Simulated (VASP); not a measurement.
# In (P6/mmm) in VASP: notebook, part 2 of 2

VASP 6.6.1. The steps go on from the part before.

## (4) Relaxation of shape and atoms at fixed volume, PBE

This run uses another cell than the first one, of 11.41 Å³/atom.

INCAR reads:

```
ALGO = Normal ; EDIFF = 1E-7
EDIFFG = -0.005 ; ENCUT = 600
GGA = PE ; IBRION = 2
ISIF = 4 ; ISMEAR = -1
LASPH = True ; LCHARG = False
LREAL = False ; LWAVE = False
NELM = 80 ; NSW = 50
PREC = Accurate ; SIGMA = 0.1
```

KPOINTS reads:

```
k-points
0
Gamma
  15 15 14
```

POSCAR reads:

```
In
1.0
    2.4032077638      0.0000000000      0.0000000000
   -1.2016038819      2.0812389740      0.0000000000
    0.0000000000      0.0000000000      2.2814335250
In
1
Direct
    0.0000000000      0.0000000000      0.0000000000
```

Potentials or basis: VASP PAW PBE potentials, release 64 (In_d).

On the command line:

```bash
> cat potpaw_PBE.64/In_d/POTCAR > POTCAR
> mpirun -np 1 vasp_std > vasp.out
```

OUTCAR:

```text
EDIFF = 1E-7
   EDIFFG = -0.005
   ENCUT = 600
   GGA = PE
   IBRION = 2
   ISIF = 4
   ISMEAR = -1
   LASPH = True
   LREAL = False
   NELM = 80
   NSW = 50
   PREC = Accurate

 ion  position               nearest neighbor table
   1  0.000  0.000  0.000-

  LATTYP: Found a hexagonal cell.
 ALAT       =     2.4032077638
 C/A-ratio  =     0.9493284598

  Lattice vectors:

 A1 = (   2.4032077638,   0.0000000000,   0.0000000000)
 A2 = (  -1.2016038819,   2.0812389740,   0.0000000000)
 A3 = (   0.0000000000,   0.0000000000,   2.2814335250)

Analysis of symmetry for initial positions (statically):
=====================================================================
 Subroutine PRICEL returns:
 Original cell was already a primitive cell.

 Routine SETGRP: Setting up the symmetry group for a
 hexagonal supercell.

 Subroutine GETGRP returns: Found 24 space group operations
 (whereof 24 operations were pure point group operations)
 out of a pool of 24 trial point group operations.

The static configuration has the point symmetry D_6h.

Analysis of symmetry for dynamics (positions and initial velocities):
=====================================================================
 Subroutine PRICEL returns:
 Original cell was already a primitive cell.

 Routine SETGRP: Setting up the symmetry group for a
 hexagonal supercell.

 Subroutine GETGRP returns: Found 24 space group operations
 (whereof 24 operations were pure point group operations)
 out of a pool of 24 trial point group operations.

The dynamic configuration has the point symmetry D_6h.

 Subroutine INISYM returns: Found 24 space group operations
 (whereof 24 operations are pure point group operations),
 and found     1 'primitive' translations

----------------------------------------------------------------------------------------

                                     Primitive cell
[... 127 lines left out ...]

--------------------------------------- Ionic step        1  -------------------------------------------

 number of electron      12.9999993 magnetization

 Free energy of the ion-electron system (eV)
  ---------------------------------------------------
  ext. energy  EPLUGINS =         0.00000000
  ---------------------------------------------------
  free energy    TOTEN  =         4.37812582 eV

  energy without entropy =        4.38680735  energy(sigma->0) =        4.38246658

------------------------ aborting loop because EDIFF is reached ----------------------------------------

  FORCE on cell =-STRESS in cart. coord.  units (eV):
  Direction    XX          YY          ZZ          XY          YZ          ZX
  --------------------------------------------------------------------------------------
  -------------------------------------------------------------------------------------
  Total       22.5763453     22.5763453     23.8430988      0.0000000     -0.0000000      0.0000000
  in kB     3169.8822789   3169.8822788   3347.7436343      0.0000000     -0.0000000      0.0000000
  external PRESSURE =    3229.1693973 kB  Pullay stress =       0.0000000 kB
[... 92 lines left out ...]
--------------------------------------- Ionic step        4  -------------------------------------------

 number of electron      12.9999991 magnetization

 Free energy of the ion-electron system (eV)
  ---------------------------------------------------
  ext. energy  EPLUGINS =         0.00000000
  ---------------------------------------------------
  free energy    TOTEN  =         4.37424440 eV

  energy without entropy =        4.38256450  energy(sigma->0) =        4.37840445

 E-fermi :  22.6989     XC(G=0): -14.8744

 val. band max:       22.6872716272   @ k =   0.3333   0.3333   0.3571
 cond. band min:      22.7176706519   @ k =   0.4000   0.0000   0.2857
 fundamental gap:      0.0303990247
 Fermi energy:        22.6988699966

 k-point     1 :       0.0000    0.0000    0.0000
  band No.  band energies     occupation
      1       2.0560      2.00000
      2       4.2690      2.00000
      3       4.2690      2.00000
      4       4.3374      2.00000
      5       6.8754      2.00000
      6       6.8754      2.00000
      7      32.7763      0.00000
      8      33.8265      0.00000
      9      40.0928      0.00000
     10      40.8220      0.00000
[... 287 lines left out ...]
 k-point    24 :       0.4000    0.2000    0.0000
  band No.  band energies     occupation
      1       3.0653      2.00000
      2       3.6348      2.00000
      3       5.5442      2.00000
      4       5.7339      2.00000
      5       6.1995      2.00000
      6      16.1942      2.00000
      7      18.9948      2.00000
      8      24.7806      0.00000
      9      38.2726      0.00000
     10      43.2716      0.00000

 [... further k-points ...]

------------------------ aborting loop because EDIFF is reached ----------------------------------------

  FORCE on cell =-STRESS in cart. coord.  units (eV):
  Direction    XX          YY          ZZ          XY          YZ          ZX
  --------------------------------------------------------------------------------------
  -------------------------------------------------------------------------------------
  Total       23.0345194     23.0345194     23.0273229      0.0000000     -0.0000000      0.0000000
  in kB     3234.2132418   3234.2132417   3233.2027933      0.0000000     -0.0000000      0.0000000
  external PRESSURE =    3233.8764256 kB  Pullay stress =       0.0000000 kB
[... 16 lines left out ...]
  FREE ENERGIE OF THE ION-ELECTRON SYSTEM (eV)
  ---------------------------------------------------
  free  energy   TOTEN  =         4.3742443992 eV

  energy  without entropy=        4.3825645011  energy(sigma->0) =        4.37840445

 reached required accuracy - stopping structural energy minimisation
```

OSZICAR:

```text
N       E                     dE             d eps       ncg     rms          rms(c)
DAV:   1     0.754007265882E+02    0.75401E+02   -0.72532E+03  4418   0.234E+03
DAV:   2     0.582482015571E+01   -0.69576E+02   -0.68016E+02  4404   0.318E+02
DAV:   3     0.397195897295E+01   -0.18529E+01   -0.18461E+01  5060   0.619E+01
[... 31 lines left out ...]
DAV:   1     0.437414261558E+01   -0.15426E-03   -0.27317E-03  5542   0.676E-01    0.492E-02
DAV:   2     0.437421409529E+01    0.71480E-04   -0.77816E-05  5664   0.161E-01    0.276E-02
DAV:   3     0.437424470360E+01    0.30608E-04   -0.56114E-05  5430   0.150E-01    0.687E-03
DAV:   4     0.437424433014E+01   -0.37346E-06   -0.47673E-06  4602   0.240E-02    0.769E-03
DAV:   5     0.437424439916E+01    0.69015E-07   -0.86598E-08  3330   0.410E-03
   4 F= 0.43742444E+01 E0= 0.43784045E+01  d E =-.388142E-02
```

CONTCAR:

```text
In
   1.00000000000000
     2.3957730849001089    0.0000000000000000    0.0000000000000000
    -1.1978865424500544    2.0748003531962214    0.0000000000000000
     0.0000000000000000   -0.0000000000000000    2.2956152052523113
  In
     1
Direct
     0.0000000000000000    0.0000000000000000    0.0000000000000000

  0.00000000E+00  0.00000000E+00  0.00000000E+00
```

It took 70 s on 1 thread of Intel Xeon 8259CL, shared host; peak memory 0.15 GiB.

What came out:

```
Free energy               : 4.3742 eV
Energy gained by relaxing : 3.9 meV/atom
Ionic steps               : 4
Pressure after relaxing   : 323.4 GPa
Band gap on the k mesh    : zero (an odd number of electrons rules out a gap without spin polarisation)
```

Stress tensor (GPa, compression positive):
```
323.42   0.00   0.00
  0.00 323.42   0.00
  0.00   0.00 323.32
```

The path:
```csv
step,energy change (eV),largest force (eV/Å),pressure (GPa),volume (Å³)
1,0.0000,0.0000,322.92,11.41
2,0.0958,0.0000,326.53,11.41
3,-0.0038,0.0000,323.39,11.41
4,-0.0039,0.0000,323.39,11.41
```

Final structure:
```yaml
crystal:
  lattice:
    - [2.39577, 0.00000, 0.00000]
    - [-1.19789, 2.07480, 0.00000]
    - [0.00000, 0.00000, 2.29562]
  atoms:
    - { symbol: In, position: [0.00000, 0.00000, 0.00000] }
```

Levels at points of the mesh, in eV from the Fermi level:
```
           k point  band 3  band 4  band 5  band 6  band 7  band 8  band 9  band 10
(0.00, 0.00, 0.00)  -18.43  -18.36  -15.82  -15.82   10.08   11.13   17.39    18.12
(0.00, 0.00, 0.50)  -18.13  -17.23  -17.23  -10.00   -6.56   14.60   18.21    18.92
```

Caveat: spin-orbit coupling is left out, which moves the levels of the heavy elements.
